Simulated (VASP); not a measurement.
GaAs (zincblende type):

```
Ga As
1.0
     0.00000    2.89763    2.89763
     2.89763    0.00000    2.89763
     2.89763    2.89763    0.00000
Ga As
1 1
Direct
  0.00000 0.00000 0.00000
  0.25000 0.25000 0.25000
```

```yaml
Program: VASP 6.6.1
Task: relaxation of cell and atoms
Functional: LDA
Potentials_or_basis: VASP PAW LDA potentials, release 64 (Ga_d, As)
Cutoff: 600 eV
k_mesh: 10 × 10 × 10
Occupations: fermi-dirac, width 0.02 eV
Spin: no spin polarisation
```

At the start: pressure -5.7 GPa; volume 24.33 Å³/atom.

Task: How do energy, volume and symmetry change on relaxing?

Result: Over 3 steps the energy falls by 44.2 meV/atom and the volume is 22.07 Å³/atom (-9.3 %); space group F-43m (No. 216, to 0.1 Å) before and after.

Step by step:
```csv
step,energy change (eV),largest force (eV/Å),pressure (GPa),volume (Å³)
1,0.0000,0.0000,-5.73,48.66
2,-0.0779,0.0000,2.51,42.79
3,-0.0883,0.0000,0.00,44.15
```

Final structure:
```xyz
2
Lattice="0.0000 2.8052 2.8052 2.8052 0.0000 2.8052 2.8052 2.8052 0.0000" Properties=species:S:1:pos:R:3 pbc="T T T"
Ga    0.0000    0.0000    0.0000
As    1.4026    1.4026    1.4026
```
